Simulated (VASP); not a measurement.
Set up this calculation in VASP 6.6.1, as the native input.

```yaml
Task: relaxation of cell and atoms
Functional: PBEsol
Potentials_or_basis: VASP PAW PBE potentials, release 64 (Bi_d)
Cutoff: 600 eV
k_mesh: 4 × 4 × 4
Occupations: gaussian, width 0.1 eV
Spin: no spin polarisation
Dipole_correction: no
Further_INCAR_settings: ALGO = Fast; EDIFF = 1e-06; IBRION = 2; EDIFFG = -0.04; NSW = 90; ISIF = 3
```

The structure of Bi lies in POSCAR:

```
Bi
1.0
    6.5290672059      0.0000000000      0.0000000000
    0.0000000000      6.5290672059      0.0000000000
    0.0000000000      0.0000000000      6.5290672059
Bi
8
Direct
    0.5000000000      0.5000000000      0.5000000000
    0.0000000000      0.0000000000      0.0000000000
    0.2500000000      0.0000000000      0.5000000000
    0.5000000000      0.2500000000      0.0000000000
    0.5000000000      0.7500000000      0.0000000000
    0.7500000000      0.0000000000      0.5000000000
    0.0000000000      0.5000000000      0.7500000000
    0.0000000000      0.5000000000      0.2500000000
```

One way to write it, as run:

INCAR

```
SYSTEM = Bi
ALGO = Fast ; EDIFF = 1E-6
EDIFFG = -0.04 ; ENCUT = 600
GGA = PS ; IBRION = 2
ISIF = 3 ; ISMEAR = 0
LASPH = .True. ; LCHARG = .False.
LREAL = .False. ; LWAVE = .False.
NELM = 100 ; NSW = 90
PREC = Accurate ; SIGMA = 0.1
```

KPOINTS

```
k-points
0
Gamma
  4 4 4
  0 0 0
```

Potentials or basis: VASP PAW PBE potentials, release 64 (Bi_d).

Command:

```console
$ cat potpaw_PBE.64/Bi_d/POTCAR > POTCAR
$ mpirun -np 1 vasp_std > vasp.out
```

It gave:

The relaxed volume is 30.85 Å³/atom and the relaxed cell is a = 6.273 Å, b = 6.273 Å, c = 6.273 Å, α = 90.00°, β = 90.00°, γ = 90.00°. The space group after relaxing (to 0.1 Å) is Pm-3n (No. 223). The energy gained by relaxing is 71.0 meV/atom and the ionic steps are 3. The pressure after relaxing is 0.0 GPa and the band gap on the k mesh is zero (bands 60 and 61 overlap by 0.34 eV).

Caveat: the PAW data sets were made with another functional, which shifts forces and pressure a little; spin-orbit coupling is left out, which moves the levels of the heavy elements.

It took 20 min on 1 thread of AMD EPYC 7R13, with other jobs on the host, peak memory 0.48 GiB.
